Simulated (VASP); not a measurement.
# Mg in VASP: notebook, part 2 of 2

VASP 6.6.1.

## (3) Single point, PBE

This run uses another cell than the first one, of 23.14 Å³/atom.

INCAR

```
SYSTEM = Mg
PREC     = Accurate       ! precision mode
ENCUT    = 520            ! plane-wave cutoff, eV
EDIFF    = 1E-6           ! SCF threshold, eV
ISMEAR   = 0              ! smearing method
SIGMA    = 0.1            ! smearing width, eV
LREAL    = .FALSE.        ! projectors in reciprocal space
LASPH    = .TRUE.         ! aspherical terms in the spheres
NELM     = 100            ! most SCF steps
ALGO     = Fast           ! electronic algorithm
ISIF     = 2              ! what is computed and relaxed
LWAVE    = .FALSE.        ! write WAVECAR
LCHARG   = .TRUE.         ! write CHGCAR
GGA      = PE             ! functional
LELF     = .TRUE.         ! ELF
LVHAR    = .TRUE.       
NBANDS   = 7              ! bands
```

KPOINTS

```
Automatic mesh
0
G
  24 24 24
  0 0 0
```

POSCAR

```
Mg
1.0
   -1.5990638096      1.5989388559      2.2630631504
    1.5990638096     -1.5989388559      2.2630631504
    1.5990638096      1.5989388559     -2.2630631504
Mg
1
Direct
    0.0000000000      0.5000000000      0.5000000000
```

Potentials or basis: VASP PAW PBE potentials, release 64 (Mg).

On the command line:

```sh
cat potpaw_PBE.64/Mg/POTCAR > POTCAR
mpirun -np 1 vasp_std > vasp.out
```

OUTCAR:

```text
SYSTEM = Mg
   PREC = Accurate
   ENCUT = 520
   EDIFF = 1E-6
   ISMEAR = 0
   LREAL = .FALSE.
   LASPH = .TRUE.
   NELM = 100
   ISIF = 2
   GGA = PE

 ion  position               nearest neighbor table
   1  0.000  0.500  0.500-

  LATTYP: Found a body centered orthorhombic cell.
 ALAT       =     3.1978777118
 B/A-ratio  =     1.0000781479
 C/A-ratio  =     1.4153531525

  Lattice vectors:

 A1 = (   1.5990638096,  -1.5989388559,  -2.2630631504)
 A2 = (  -1.5990638096,   1.5989388559,  -2.2630631504)
 A3 = (   1.5990638096,   1.5989388559,   2.2630631504)

Analysis of symmetry for initial positions (statically):
=====================================================================
 Subroutine PRICEL returns:
 Original cell was already a primitive cell.

 Routine SETGRP: Setting up the symmetry group for a
 body centered orthorhombic supercell.

 Subroutine GETGRP returns: Found  8 space group operations
 (whereof  8 operations were pure point group operations)
 out of a pool of  8 trial point group operations.

The static configuration has the point symmetry D_2h.

Analysis of symmetry for dynamics (positions and initial velocities):
=====================================================================
 Subroutine PRICEL returns:
 Original cell was already a primitive cell.

 Routine SETGRP: Setting up the symmetry group for a
 body centered orthorhombic supercell.

 Subroutine GETGRP returns: Found  8 space group operations
 (whereof  8 operations were pure point group operations)
 out of a pool of  8 trial point group operations.

The dynamic configuration has the point symmetry D_2h.

 Subroutine INISYM returns: Found  8 space group operations
 (whereof  8 operations are pure point group operations),
 and found     1 'primitive' translations

[... 112 lines left out ...]
     AMIX_MAG =   1.60;   BMIX_MAG =  1.00
  volume/ion in A,a.u.               =      23.14       156.19
  Fermi-wavevector in a.u.,A,eV,Ry     =   0.723769  1.367725  7.127300  0.523842
  Thomas-Fermi vector in A             =   1.814070
   LORBIT       =      0    0 simple, 1 ext, 2 COOP (PROOUT), +10 PAW based schemes
   GGA     = PE    functional components
   LHFCALC =     F    Hartree Fock is set to
   AEXX    =    0.0000 exact exchange contribution
   IVDW    =     0    specifies the selected vdW correction
   LEPSILON=     F    determine dielectric tensor
   LRPA    =     F    only Hartree local field effects (RPA)
 non-spin polarized calculation
 RMM-DIIS sequential band-by-band and
 Gauss-broadening in eV      SIGMA  =   0.10
  energy-cutoff  :      520.00
  volume of cell :       23.14
 maximum number of plane-waves:       636
   NGX = 11   NGY = 11   NGZ = 11

 number of electron       2.0000000 magnetization

 Free energy of the ion-electron system (eV)
  ---------------------------------------------------
  ext. energy  EPLUGINS =         0.00000000
  ---------------------------------------------------
  free energy    TOTEN  =        -1.49499621 eV

  energy without entropy =       -1.49291219  energy(sigma->0) =       -1.49395420

 E-fermi :   2.5659     XC(G=0):  -8.4664

 val. band max:        2.5624356683   @ k =  -0.4583  -0.1250   0.0833
 cond. band min:       2.5685963080   @ k =  -0.3750   0.4583   0.2917
 fundamental gap:      0.0061606397
 Fermi energy:         2.5659207123

 k-point     1 :       0.0000    0.0000    0.0000
  band No.  band energies     occupation
      1      -4.3062      2.00000
      2      14.8848      0.00000
      3      14.8892      0.00000
      4      14.8913      0.00000
      5      16.7752      0.00000
      6      16.7776      0.00000
      7      16.7781      0.00000
[... 221 lines left out ...]
 k-point    24 :       0.4167    0.0417   -0.0000
  band No.  band energies     occupation
      1      -0.2591      2.00000
      2       2.6920      0.07456
      3      12.7464      0.00000
      4      13.8539      0.00000
      5      14.7612      0.00000
      6      15.0474      0.00000
      7      16.4620      0.00000

 [... further k-points ...]

------------------------ aborting loop because EDIFF is reached ----------------------------------------

  FORCE on cell =-STRESS in cart. coord.  units (eV):
  Direction    XX          YY          ZZ          XY          YZ          ZX
  --------------------------------------------------------------------------------------
  -------------------------------------------------------------------------------------
  Total       -0.0181062     -0.0174991     -0.0200549     -0.0000000      0.0000000      0.0000000
  in kB       -1.2533841     -1.2113564     -1.3882766     -0.0000000      0.0000000      0.0000000
  external PRESSURE =      -1.2843390 kB  Pullay stress =       0.0000000 kB

 VOLUME and BASIS-vectors are now :
 -----------------------------------------------------------------------------
  energy-cutoff  :      520.00
  volume of cell :       23.14
      direct lattice vectors                 reciprocal lattice vectors
    -1.599063810  1.598938856  2.263063150     0.000000000  0.312707392  0.220939482
     1.599063810 -1.598938856  2.263063150     0.312682957  0.000000000  0.220939482
     1.599063810  1.598938856 -2.263063150     0.312682957  0.312707392  0.000000000

 POSITION                                       TOTAL-FORCE (eV/Angst)
 -----------------------------------------------------------------------------------
      1.59906      0.00000      0.00000         0.000000      0.000000      0.000000
 -----------------------------------------------------------------------------------
    total drift:                                0.000000     -0.000000     -0.000000

  FREE ENERGIE OF THE ION-ELECTRON SYSTEM (eV)
  ---------------------------------------------------
  free  energy   TOTEN  =        -1.4949962106 eV

  energy  without entropy=       -1.4929121950  energy(sigma->0) =       -1.49395420
```

Wall time 89 s (1 thread of Intel Xeon 8259CL, shared host); peak memory 0.43 GiB.

What came out:

```
Free energy            : -1.4950 eV
Pressure               : -0.1 GPa
Band gap on the k mesh : zero (bands 1 and 2 overlap by 2.73 eV)
```

## (4) Relaxation of cell and atoms, PBE

INCAR

```
SYSTEM = Mg
PREC = Accurate
ENCUT = 600
EDIFF = 1E-6
ISMEAR = 0
SIGMA = 0.1
LREAL = .False.
LASPH = .True.
NELM = 60
ALGO = Fast
ISIF = 3
LWAVE = .False.
LCHARG = .False.
GGA = PE
IBRION = 2
NSW = 100
EDIFFG = -0.01
```

KPOINTS

```
regular mesh
0
Gamma
  24 24 24
  0 0 0
```

POSCAR

```
Mg
1.0
   -1.5686078264      1.6270628233      2.2746572682
    1.5686078264     -1.6270628233      2.2746572682
    1.5686078264      1.6270628233     -2.2746572682
Mg
1
Direct
    0.0000000000      0.5000000000      0.5000000000
```

On the command line:

```sh
cat potpaw_PBE.64/Mg/POTCAR > POTCAR
mpirun -np 1 vasp_std > vasp.out
```

It took 5.8 min on 1 thread of Intel Xeon 8259CL, shared host; peak memory 0.49 GiB.

The run converged. Its results:

| Item | Value |
| --- | --- |
| Free energy | -1.4951 eV |
| Relaxed volume | 23.05 Å³/atom |
| Relaxed cell | a = 3.196 Å, b = 3.196 Å, c = 3.196 Å, α = 120.10°, β = 120.08°, γ = 89.85° |
| Space group after relaxing (to 0.1 Å) | Fm-3m (No. 225) |
| Energy gained by relaxing | 2.7 meV/atom |
| Ionic steps | 4 |
| Pressure after relaxing | 0.0 GPa |
| Band gap on the k mesh | zero (bands 1 and 2 overlap by 2.74 eV) |

The path:
```csv
step,energy change (eV),largest force (eV/Å),pressure (GPa),volume (Å³)
1,0.0000,0.0000,-0.20,23.22
2,-0.0015,0.0000,-0.08,23.12
3,-0.0026,0.0000,0.17,22.95
4,-0.0027,0.0000,0.01,23.05
```

Final structure:
```
Mg
1.0
    -1.59560    1.59611    2.26289
     1.59560   -1.59611    2.26289
     1.59560    1.59611   -2.26289
Mg
1
Direct
  0.00000 0.50000 0.50000
```

Levels at points of the mesh, in eV from the Fermi level:
```
           k point  band 1  band 2  band 3  band 4
(0.00, 0.00, 0.00)   -6.89   12.33   12.35   12.36
(0.50, 0.00, 0.00)   -1.68   -1.27   11.23   11.29
(0.00, 0.50, 0.00)   -1.68   -1.27   11.23   11.28
(0.50, 0.50, 0.00)   -0.19    0.82    6.09    6.92
(0.50, 0.50, 0.50)   -0.23    0.78    6.12    6.96
```

## (5) Overview

```tsv
task	cell	k mesh	cutoff (eV)	gap on the mesh (eV)	pressure (GPa)
single point	a = 3.207 Å, angles 121.4, 119.0, 89.6°, 1 atom	8 × 8 × 8	520	none	-0.2
single point	a = 3.199 Å, angles 120.0, 120.0, 90.0°, 1 atom	24 × 24 × 24	520	none	-0.1
relaxation of cell and atoms	relaxed from a = 3.207 Å, angles 121.4, 119.0, 89.6°, 1 atom	24 × 24 × 24	600	none	0.0
```

Alike in all rows: level PBE; potentials or basis VASP PAW PBE potentials, release 64 (Mg); no spin polarisation; smearing gaussian 0.1 eV.

Total energies depend on the potentials used, so only differences within one code and one set of settings carry meaning.

The gap in the log of VASP goes by the Fermi energy; the results here count the filled bands.